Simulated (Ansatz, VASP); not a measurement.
# Al2O3: VASP beside Ansatz

INCAR

```
SYSTEM = Al2O3
PREC = Accurate ; ENCUT = 600
EDIFF = 1E-7 ; ISMEAR = 0
SIGMA = 0.02 ; LREAL = .False.
LASPH = .True. ; NELM = 60
ALGO = Normal ; ISIF = 3
LWAVE = .False. ; LCHARG = .False.
GGA = PS ; IBRION = 2
NSW = 100 ; EDIFFG = -0.005
```

KPOINTS

```
regular mesh
0
Gamma
  6 6 6
  0 0 0
```

POSCAR

```
Al2O3
1.0
    2.3850371736      1.3770018525      4.3407427514
   -2.3850371736      1.3770018525      4.3407427514
    0.0000000000     -2.7540037101      4.3407427498
Al O
4 6
Direct
    0.3519985357      0.3519985357      0.3519985357
    0.1480014643      0.1480014643      0.1480014643
    0.6480014643      0.6480014643      0.6480014643
    0.8519985357      0.8519985357      0.8519985357
    0.5555658452      0.9444341548      0.2500000000
    0.2500000000      0.5555658452      0.9444341548
    0.9444341548      0.2500000000      0.5555658452
    0.4444341548      0.0555658452      0.7500000000
    0.7500000000      0.4444341548      0.0555658452
    0.0555658452      0.7500000000      0.4444341548
```

Input for Ansatz:

```yaml
crystal:
  lattice:
    - [2.3850371741, 1.3770018528, 4.3407427499]
    - [-2.3850371741, 1.3770018528, 4.3407427499]
    - [0.0, -2.7540037107, 4.3407427483]
  atoms:
    - { symbol: Al, position: [0.351998536, 0.351998536, 0.351998536] }
    - { symbol: Al, position: [0.148001464, 0.148001464, 0.148001464] }
    - { symbol: Al, position: [0.648001464, 0.648001464, 0.648001464] }
    - { symbol: Al, position: [0.851998536, 0.851998536, 0.851998536] }
    - { symbol: O, position: [0.5555658457, 0.9444341543, 0.25] }
    - { symbol: O, position: [0.25, 0.5555658457, 0.9444341543] }
    - { symbol: O, position: [0.9444341543, 0.25, 0.5555658457] }
    - { symbol: O, position: [0.4444341543, 0.0555658457, 0.75] }
    - { symbol: O, position: [0.75, 0.4444341543, 0.0555658457] }
    - { symbol: O, position: [0.0555658457, 0.75, 0.4444341543] }
basis:
  ecutwfc: 420
kpoints:
  mp_grid: { grid: [6, 6, 6] }
hamiltonian:
  xc: pbesol
scf:
  occupations: { method: gaussian, width: 0.02 }
output:
  forces: true
  stress: true
  eigenvalues: true
  write_density: true
  write_potential: true
  elf: true
  volumetric_format: npy
relax:
  adjacent_minimum: "off"
  f_tol: 0.005
  max_steps: 80
  cell: { stress_tol: 0.05 }
```

Alike in both runs: task relaxation of cell and atoms; functional PBEsol; k mesh 6 × 6 × 6; occupations gaussian, width 0.02 eV; no spin polarisation.

|  | VASP | Ansatz |
| --- | --- | --- |
| version | VASP 6.6.1 | Ansatz 0.2.0 |
| potentials or method | VASP PAW PBE potentials, release 64 (Al, O), cutoff 600 eV | scalar-relativistic, plane waves, PAW |
| valence electrons in the cell | 48 | 48 |

```csv
,VASP,Ansatz,Ansatz less VASP
"gap on the k mesh at the Fermi level, each at its own relaxed structure (eV)",6.05,6.03,-0.023
relaxed volume (Å³/atom),8.55,8.56,+0.009
relaxed cell length with the largest relative difference (Å),5.137,5.140,+0.0023
```

VASP's potentials were made for PBE, not for PBEsol.
